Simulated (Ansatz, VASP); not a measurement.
# HfN in VASP and in Ansatz

```
Hf N
1.0
     0.00000    2.27316    2.27316
     2.27316    0.00000    2.27316
     2.27316    2.27316    0.00000
Hf N
1 1
Direct
  0.00000 0.00000 0.00000
  0.50000 0.50000 0.50000
```

Alike in both runs: task single point; functional PBEsol; k mesh 16 × 16 × 16; occupations gaussian, width 0.1 eV; no spin polarisation.

|  | VASP | Ansatz |
| --- | --- | --- |
| version | VASP 6.6.1 | Ansatz 0.2.0 |
| potentials or method | VASP PAW PBE potentials, release 64 (Hf_pv, N), cutoff 520 eV | scalar-relativistic, plane waves, PAW |
| valence electrons in the cell | 15 | 31 |

Ansatz gave:

| Item | Value |
| --- | --- |
| gap on the k mesh at the Fermi level (eV) | none |
| pressure (GPa) | -7.9 |

Task: Which values does VASP return?

Result: gap on the k mesh at the Fermi level (eV): none; pressure (GPa): -10.0.

VASP's potentials were made for PBE, not for PBEsol. A gap of «none» marks a metal or a gap that the smearing closes. The functional is the same, so the differences come from potentials, cutoffs and numerics. VASP's potentials hold 15 valence electrons a cell and Ansatz's 31, so a difference there can come from the potentials and not from the codes.

Spin-orbit coupling is off throughout.
